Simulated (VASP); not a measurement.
A run of VASP 6.6.1:

Contents of INCAR:

```
SYSTEM = Na3CuBi
ALGO = Fast ; EDIFF = 1E-6
EDIFFG = -0.01 ; ENCUT = 600
GGA = PE ; IBRION = 2
ISIF = 3 ; ISMEAR = 0
LASPH = .True. ; LCHARG = .False.
LREAL = .False. ; LWAVE = .False.
NELM = 60 ; NSW = 100
PREC = Accurate ; SIGMA = 0.1
```

File KPOINTS:

```
k-points
0
Gamma
  6 6 6
  0 0 0
```

POSCAR

```
Na3CuBi
1.0
    5.9250181564      0.0000000000      0.0000000000
    0.0000000000      5.9250181564      0.0000000000
    0.0000000000      0.0000000000      5.9250181564
Na Cu Bi
3 1 1
Direct
    0.0000000000      0.5000000000      0.5000000000
    0.5000000000      0.0000000000      0.5000000000
    0.5000000000      0.5000000000      0.0000000000
    0.0000000000      0.0000000000      0.0000000000
    0.5000000000      0.5000000000      0.5000000000
```

Potentials or basis: VASP PAW PBE potentials, release 64 (Na_pv, Cu, Bi_d).

Run with:

```console
$ cat potpaw_PBE.64/Na_pv/POTCAR potpaw_PBE.64/Cu/POTCAR potpaw_PBE.64/Bi_d/POTCAR > POTCAR
$ mpirun -np 1 vasp_std > vasp.out
```

Hardware: 1 thread of Oxide Virtual Turin-like Processor, with other jobs on the host.

How long does it take, and how much memory?

It took 9.9 min on 1 thread of Oxide Virtual Turin-like Processor (shared host), peak memory 0.4 GiB. Counts: scf iterations 48, k points 20, ion steps 4.
